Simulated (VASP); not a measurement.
Crystal: ZnSe.

```xyz
4
Lattice="4.1077 0.0000 0.0000 0.0000 4.1077 0.0000 0.0000 0.0000 6.0704" Properties=species:S:1:pos:R:3 pbc="T T T"
Zn    0.0000    0.0000    0.0000
Zn    2.0539    2.0539    0.0000
Se    0.0000    2.0539    1.4950
Se    2.0539    0.0000    4.5753
```

Base run:

| Quantity | Value |
| --- | --- |
| Program | VASP 6.6.1 |
| Functional | LDA |
| Potentials or basis | VASP PAW LDA potentials, release 64 (Zn, Se) |
| Cutoff | 500 eV |
| k mesh | 5 × 5 × 3 |
| Occupations | gaussian, width 0.01 eV |
| Spin | no spin polarisation |

Its results: band gap on the k mesh 1.73 eV, direct; pressure -4.4 GPa; largest force 0.581 eV/Å.

Question: The run is repeated on the same cell with these changes: k mesh from 5 × 5 × 3 to 2 × 2 × 2. What comes out?

Answer: Band gap on the k mesh 1.63 eV, direct; pressure -2.4 GPa; largest force 0.676 eV/Å.

Caveats: some runs use coarse meshes.

A k mesh can miss the band edges.
